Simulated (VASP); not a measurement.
Set up this calculation in VASP 6.6.1, as the native input.

- Task: relaxation of shape and atoms at fixed volume
- Functional: LDA
- Potentials or basis: VASP PAW LDA potentials, release 64 (Ti_sv, B)
- Cutoff: 600 eV
- k mesh: 11 × 11 × 9
- Occupations: fermi-dirac, width 0.1 eV
- Spin: no spin polarisation
- Dipole correction: no
- Further INCAR settings: ALGO = Normal; EDIFF = 1e-06; IBRION = 2; EDIFFG = -0.005; NSW = 50; ISIF = 4

The structure of TiB2 (AlB2 type) lies in POSCAR:

```
TiB2
1.0
    2.6834976028      0.0000000000      0.0000000000
   -1.3417488014      2.3239770951      0.0000000000
    0.0000000000      0.0000000000      2.8318934389
Ti B
1 2
Direct
    0.0000000000      0.0000000000      0.0000000000
    0.3333333333      0.6666666667      0.5000000000
    0.6666666667      0.3333333333      0.5000000000
```

One way to write it, as run:

INCAR

```
PREC = Accurate
ENCUT = 600
EDIFF = 1E-6
ISMEAR = -1
SIGMA = 0.1
LREAL = False
LASPH = True
NELM = 100
ALGO = Normal
ISIF = 4
LWAVE = False
LCHARG = False
GGA = CA
IBRION = 2
NSW = 50
EDIFFG = -0.005
```

KPOINTS

```
Automatic mesh
0
Gamma
  11 11 9
```

Potentials or basis: VASP PAW LDA potentials, release 64 (Ti_sv, B).

Launch:

```console
$ cat potpaw_LDA.64/Ti_sv/POTCAR potpaw_LDA.64/B/POTCAR > POTCAR
$ mpirun -np 1 vasp_std > vasp.out
```

Results of the run:

* Energy gained by relaxing: 10.5 meV/atom
* Ionic steps: 3
* Pressure after relaxing: 171.7 GPa
* Band gap on the k mesh: zero (bands 9 and 10 overlap by 1.42 eV)

It took 43 s on 1 thread of Intel Xeon 8259CL (shared host), peak memory 0.14 GiB.
